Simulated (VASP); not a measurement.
Here is a VASP 6.6.1 calculation.

Contents of INCAR:

```
  PREC = Accurate
  ENCUT = 520
  EDIFF = 1E-8
  ISMEAR = -1
  SIGMA = 0.03
  LREAL = F
  LASPH = T
  NELM = 80
  ALGO = Normal
  ISIF = 2
  LWAVE = F
  LCHARG = F
  GGA = PE
  LEFG = T
  NBANDS = 9
```

KPOINTS

```
regular mesh
0
Gamma
  3 3 3
```

POSCAR

```
LiH
1.0
    0.0000000000      2.0325000000      2.0325000000
    2.0325000000      0.0000000000      2.0325000000
    2.0325000000      2.0325000000      0.0000000000
Li H
1 1
Direct
    0.0000000000      0.0000000000      0.0000000000
    0.5000000000      0.5000000000      0.5000000000
```

Potentials or basis: VASP PAW PBE potentials, release 64 (Li_sv, H).

Run with:

```bash
$ cat potpaw_PBE.64/Li_sv/POTCAR potpaw_PBE.64/H/POTCAR > POTCAR
$ mpirun -np 1 vasp_std > vasp.out
```

Problem. Predict the band gap on the k mesh.

Solution. 6.03 eV.

Caveat: the k points lie up to 0.89 Å⁻¹ apart; an odd mesh through Γ misses points on the zone boundary, where band edges can lie.
